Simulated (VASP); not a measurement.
# TiC (rocksalt type) (Fm-3m) in VASP: a series of runs

The runs below take TiC (rocksalt type) through single point, relaxation of cell and atoms, with PBE.

All numbers are computed with VASP 6.6.1; they aren't measurements. Logs are shortened: lines on timing, memory, paths and dates and some standing lists are left out, and cuts for length are marked.

## 1. The cell of the first run

Symmetry: Fm-3m, No. 225, cubic system. Conventional cell: a = 3.698 Å, b = 3.698 Å, c = 3.698 Å, α = 90.00°, β = 90.00°, γ = 90.00°. Ti (site symmetry m-3m) has 6 C at 1.85 Å within 2.5 Å. Within 2.5 Å of C (site symmetry m-3m) lie 6 Ti at 1.85 Å.

## 2. Single point, PBE

INCAR

```
ALGO = Normal
EDIFF = 1E-6
ENCUT = 520
GGA = PE
ISIF = 2
ISMEAR = -1
LASPH = T
LCHARG = F
LREAL = F
LWAVE = F
NBANDS = 15
NELM = 100
PREC = Accurate
SIGMA = 0.05
```

KPOINTS

```
k-points
0
Gamma
  18 18 18
```

POSCAR

```
TiC
1.0
    0.0000000000      1.8490923784      1.8490923784
    1.8490923784      0.0000000000      1.8490923784
    1.8490923784      1.8490923784      0.0000000000
Ti C
1 1
Direct
    0.0000000000      0.0000000000      0.0000000000
    0.5000000000      0.5000000000      0.5000000000
```

Potentials or basis: VASP PAW PBE potentials, release 64 (Ti_sv, C).

Command:

```console
cat potpaw_PBE.64/Ti_sv/POTCAR potpaw_PBE.64/C/POTCAR > POTCAR
mpirun -np 1 vasp_std > vasp.out
```

OUTCAR:

```text
EDIFF = 1E-6
   ENCUT = 520
   GGA = PE
   ISIF = 2
   ISMEAR = -1
   LASPH = T
   LREAL = F
   NELM = 100
   PREC = Accurate

 ion  position               nearest neighbor table
   1  0.000  0.000  0.000-   2 1.85   2 1.85   2 1.85   2 1.85   2 1.85   2 1.85
   2  0.500  0.500  0.500-   1 1.85   1 1.85   1 1.85   1 1.85   1 1.85   1 1.85

  LATTYP: Found a face centered cubic cell.
 ALAT       =     3.6981847568

  Lattice vectors:

 A1 = (   0.0000000000,   1.8490923784,   1.8490923784)
 A2 = (   1.8490923784,   0.0000000000,   1.8490923784)
 A3 = (   1.8490923784,   1.8490923784,   0.0000000000)

Analysis of symmetry for initial positions (statically):
=====================================================================
 Subroutine PRICEL returns:
 Original cell was already a primitive cell.

 Routine SETGRP: Setting up the symmetry group for a
 face centered cubic supercell.

 Subroutine GETGRP returns: Found 48 space group operations
 (whereof 48 operations were pure point group operations)
 out of a pool of 48 trial point group operations.

The static configuration has the point symmetry O_h .

Analysis of symmetry for dynamics (positions and initial velocities):
=====================================================================
 Subroutine PRICEL returns:
 Original cell was already a primitive cell.

 Routine SETGRP: Setting up the symmetry group for a
 face centered cubic supercell.

 Subroutine GETGRP returns: Found 48 space group operations
 (whereof 48 operations were pure point group operations)
 out of a pool of 48 trial point group operations.

The dynamic configuration has the point symmetry O_h .

 Subroutine INISYM returns: Found 48 space group operations
 (whereof 48 operations are pure point group operations),
 and found     1 'primitive' translations

----------------------------------------------------------------------------------------

                                     Primitive cell

  volume of cell :      12.6446

  direct lattice vectors                    reciprocal lattice vectors
     0.000000000  1.849092378  1.849092378    -0.270402932  0.270402932  0.270402932
     1.849092378  0.000000000  1.849092378     0.270402932 -0.270402932  0.270402932
     1.849092378  1.849092378  0.000000000     0.270402932  0.270402932 -0.270402932

  length of vectors
     2.615011520  2.615011520  2.615011520     0.468351616  0.468351616  0.468351616

  position of ions in fractional coordinates (direct lattice)
     0.000000000  0.000000000  0.000000000
     0.500000000  0.500000000  0.500000000

  ion indices of the primitive-cell ions
   primitive index   ion index
                 1           1
                 2           2

----------------------------------------------------------------------------------------

 KPOINTS: k-points

Automatic generation of k-mesh.
 Grid dimensions read from file:
 generate k-points for:   18   18   18

 Generating k-lattice:

  Cartesian coordinates                     Fractional coordinates (reciprocal lattice)
    -0.015022385  0.015022385  0.015022385     0.055555556  0.000000000  0.000000000
     0.015022385 -0.015022385  0.015022385     0.000000000  0.055555556  0.000000000
     0.015022385  0.015022385 -0.015022385     0.000000000  0.000000000  0.055555556

  Length of vectors
     0.026019534  0.026019534  0.026019534

  Shift w.r.t. Gamma in fractional coordinates (k-lattice)
     0.000000000  0.000000000  0.000000000

 Subroutine IBZKPT returns following result:
 ===========================================

 Found    195 irreducible k-points:

 Following reciprocal coordinates:
            Coordinates               Weight
  0.000000  0.000000  0.000000      1.000000
  0.055556  0.000000  0.000000      8.000000
  0.111111  0.000000  0.000000      8.000000
  0.166667  0.000000  0.000000      8.000000
  0.222222  0.000000  0.000000      8.000000
  0.277778  0.000000  0.000000      8.000000
[... 16 lines left out ...]
 -0.277778  0.055556  0.000000     24.000000
 -0.222222  0.055556  0.000000     24.000000
 [... further k-points ...]
   k-points           NKPTS =    195   k-points in BZ     NKDIM =    195   number of bands    NBANDS=     15
   number of dos      NEDOS =    301   number of ions     NIONS =      2
   total plane-waves  NPLWV =   8000
   dimension x,y,z NGX =    20 NGY =   20 NGZ =   20
   dimension x,y,z NGXF=    40 NGYF=   40 NGZF=   40
   ions per type =               1   1
   NGX,Y,Z   is equivalent  to a cutoff of  12.71, 12.71, 12.71 a.u.
   NGXF,Y,Z  is equivalent  to a cutoff of  25.43, 25.43, 25.43 a.u.
 SYSTEM =  unknown system
   PREC   = accura    normal or accurate (medium, high low for compatibility)
   ISTART =      0    job   : 0-new  1-cont  2-samecut
   ICHARG =      2    charge: 1-file 2-atom 10-const
   ISPIN  =      1    spin polarized calculation?
   LNONCOLLINEAR =      F non collinear calculations
   LSORBIT =      F    spin-orbit coupling
   LASPH  =      T    aspherical Exc in radial PAW
   ENCUT  =  520.0 eV  38.22 Ry    6.18 a.u.   4.86  4.86  4.86*2*pi/ulx,y,z
   NELM   =    100;   NELMIN=  2; NELMDL= -5     # of ELM steps
   EDIFF  = 0.1E-05   stopping-criterion for ELM
   LREAL  =      F    real-space projection
   EDIFFG = 0.1E-04   stopping-criterion for IOM
   NSW    =      0    number of steps for IOM
   IBRION =     -1    ionic relax: 0-MD 1-quasi-New 2-CG
   NFREE  =      0    steps in history (QN), initial steepest desc. (CG)
   ISIF   =      2    stress and relaxation
   ISYM   =      2    0-nonsym 1-usesym 2-fastsym
   POTIM  = 0.5000    time-step for ionic-motion
   TEBEG  =    0.0;   TEEND  =   0.0 temperature during run
   PSTRESS=    0.0 pullay stress
   NELECT =      16.0000    total number of electrons
   NUPDOWN=      -1.0000    fix difference up-down
   EMIN   =  10.00;   EMAX   =-10.00  energy-range for DOS
   EFERMI =   0.00;   METHOD = LEGACY
   ISMEAR =    -1;   SIGMA  =   0.05  broadening in eV -4-tet -1-fermi 0-gaus
   EFERMI_NEDOS =   21; number of points for ismear=-14 and -15
   IALGO  =     38    algorithm
   IMIX   =      4    mixing-type and parameters
     AMIX     =   0.40;   BMIX     =  1.00
     AMIX_MAG =   1.60;   BMIX_MAG =  1.00
  volume/ion in A,a.u.               =       6.32        42.67
  Fermi-wavevector in a.u.,A,eV,Ry     =   1.770705  3.346147 42.659656  3.135396
  Thomas-Fermi vector in A             =   2.837442
   LORBIT       =      0    0 simple, 1 ext, 2 COOP (PROOUT), +10 PAW based schemes
   GGA     = PE    functional components
   LHFCALC =     F    Hartree Fock is set to
   AEXX    =    0.0000 exact exchange contribution
   IVDW    =     0    specifies the selected vdW correction
   LEPSILON=     F    determine dielectric tensor
   LRPA    =     F    only Hartree local field effects (RPA)
 non-spin polarized calculation
  energy-cutoff  :      520.00
  volume of cell :       12.64
 maximum number of plane-waves:       348
   NGX =  9   NGY =  9   NGZ =  9

 number of electron      16.0000002 magnetization

 Free energy of the ion-electron system (eV)
  ---------------------------------------------------
  ext. energy  EPLUGINS =         0.00000000
  ---------------------------------------------------
  free energy    TOTEN  =       -13.83316480 eV

  energy without entropy =      -13.83180775  energy(sigma->0) =      -13.83248628

 E-fermi :  16.1117     XC(G=0): -15.3448

 val. band max:       16.0968580757   @ k =   0.0556   0.0000   0.0000
 cond. band min:      16.1818665594   @ k =   0.3333   0.2778   0.0556
 fundamental gap:      0.0850084836
 Fermi energy:        16.1117492469

 k-point     1 :       0.0000    0.0000    0.0000
  band No.  band energies     occupation
      1     -39.5599      2.00000
      2     -14.8115      2.00000
      3     -14.8115      2.00000
      4     -14.8115      2.00000
      5       1.8256      2.00000
      6      16.5979      0.00012
      7      16.5979      0.00012
      8      16.5979      0.00012
      9      18.3890      0.00000
     10      18.3890      0.00000
     11      18.3890      0.00000
     12      18.7592      0.00000
     13      18.7592      0.00000
     14      31.8988      0.00000
     15      34.9119      0.00000

 k-point     2 :       0.0556    0.0000    0.0000
  band No.  band energies     occupation
      1     -39.5447      2.00000
      2     -14.8964      2.00000
      3     -14.8172      2.00000
      4     -14.8172      2.00000
      5       1.9639      2.00000
      6      16.0969      1.14782
      7      16.4547      0.00210
      8      16.4547      0.00210
      9      17.4249      0.00000
     10      17.4249      0.00000
     11      18.7298      0.00000
     12      20.0644      0.00000
     13      20.0644      0.00000
     14      32.1259      0.00000
     15      34.9985      0.00000

 k-point     3 :       0.1111    0.0000    0.0000
  band No.  band energies     occupation
      1     -39.5007      2.00000
      2     -15.1360      2.00000
      3     -14.8336      2.00000
      4     -14.8336      2.00000
      5       2.3618      2.00000
      6      15.0994      2.00000
      7      15.5495      1.99997
      8      15.5495      1.99997
      9      17.3361      0.00000
     10      17.3361      0.00000
     11      19.2916      0.00000
     12      21.6405      0.00000
     13      21.6405      0.00000
     14      32.7139      0.00000
     15      35.2006      0.00000

 k-point     4 :       0.1667    0.0000    0.0000
  band No.  band energies     occupation
      1     -39.4326      2.00000
      2     -15.4902      2.00000
      3     -14.8584      2.00000
      4     -14.8584      2.00000
      5       2.9745      2.00000
      6      13.9790      2.00000
      7      14.4490      2.00000
      8      14.4490      2.00000
      9      17.7460      0.00000
     10      17.7460      0.00000
     11      19.8154      0.00000
     12      23.2612      0.00000
     13      23.2612      0.00000
     14      33.2918      0.00000
     15      35.4832      0.00000
[... 307 lines left out ...]
 k-point    22 :      -0.3333    0.0556    0.0000
  band No.  band energies     occupation
      1     -39.1336      2.00000
      2     -16.8105      2.00000
      3     -15.0512      2.00000
      4     -14.9326      2.00000
      5       5.8372      2.00000
      6      10.3141      2.00000
      7      11.6574      2.00000
      8      12.0826      2.00000
      9      19.6882      0.00000
     10      20.2936      0.00000
     11      21.9753      0.00000
     12      27.3991      0.00000
     13      28.7672      0.00000
     14      30.2163      0.00000
     15      37.3356      0.00000

 k-point    23 :      -0.2778    0.0556    0.0000
  band No.  band energies     occupation
      1     -39.2165      2.00000
      2     -16.4582      2.00000
      3     -15.0276      2.00000
      4     -14.8962      2.00000
      5       4.9626      2.00000
      6      11.2753      2.00000
      7      12.1846      2.00000
      8      12.6772      2.00000
      9      18.9204      0.00000
     10      19.6683      0.00000
     11      21.3061      0.00000
     12      26.0682      0.00000
     13      27.6188      0.00000
     14      31.7076      0.00000
     15      37.2111      0.00000

 k-point    24 :      -0.2222    0.0556    0.0000
  band No.  band energies     occupation
      1     -39.3070      2.00000
      2     -16.0536      2.00000
      3     -14.9938      2.00000
      4     -14.8619      2.00000
      5       4.1040      2.00000
      6      12.3225      2.00000
      7      12.8944      2.00000
      8      13.4044      2.00000
      9      18.1881      0.00000
     10      19.0424      0.00000
     11      20.7171      0.00000
     12      24.5933      0.00000
     13      26.2221      0.00000
     14      32.9663      0.00000
     15      36.3281      0.00000

 [... further k-points ...]

------------------------ aborting loop because EDIFF is reached ----------------------------------------

  FORCE on cell =-STRESS in cart. coord.  units (eV):
  Direction    XX          YY          ZZ          XY          YZ          ZX
  --------------------------------------------------------------------------------------
  -------------------------------------------------------------------------------------
  Total       23.4647012     23.4647012     23.4647012      0.0000000      0.0000000     -0.0000000
  in kB     2973.1703215   2973.1703215   2973.1703215      0.0000000      0.0000000     -0.0000000
  external PRESSURE =    2973.1703215 kB  Pullay stress =       0.0000000 kB

 VOLUME and BASIS-vectors are now :
 -----------------------------------------------------------------------------
  energy-cutoff  :      520.00
  volume of cell :       12.64
      direct lattice vectors                 reciprocal lattice vectors
     0.000000000  1.849092378  1.849092378    -0.270402932  0.270402932  0.270402932
     1.849092378  0.000000000  1.849092378     0.270402932 -0.270402932  0.270402932
     1.849092378  1.849092378  0.000000000     0.270402932  0.270402932 -0.270402932

 POSITION                                       TOTAL-FORCE (eV/Angst)
 -----------------------------------------------------------------------------------
      0.00000      0.00000      0.00000        -0.000000     -0.000000     -0.000000
      1.84909      1.84909      1.84909         0.000000      0.000000      0.000000
 -----------------------------------------------------------------------------------
    total drift:                                0.000000     -0.000000     -0.000000

  FREE ENERGIE OF THE ION-ELECTRON SYSTEM (eV)
  ---------------------------------------------------
  free  energy   TOTEN  =       -13.8331648048 eV

  energy  without entropy=      -13.8318077531  energy(sigma->0) =      -13.83248628
```

Wall time 43 s (1 thread of Intel Xeon Platinum 8175M at 2.50GHz (Skylake/Cascade Lake), shared host); peak memory 0.15 GiB.

Results:

| Item | Value |
| --- | --- |
| Free energy | -13.8332 eV |
| Pressure | 297.3 GPa |
| Band gap on the k mesh | zero (bands 8 and 9 overlap by 1.36 eV) |

Caveat: the cell stands under pressure.

(Continued in part 2 of 2.)

The gap in the log of VASP goes by the Fermi energy; the results here count the filled bands.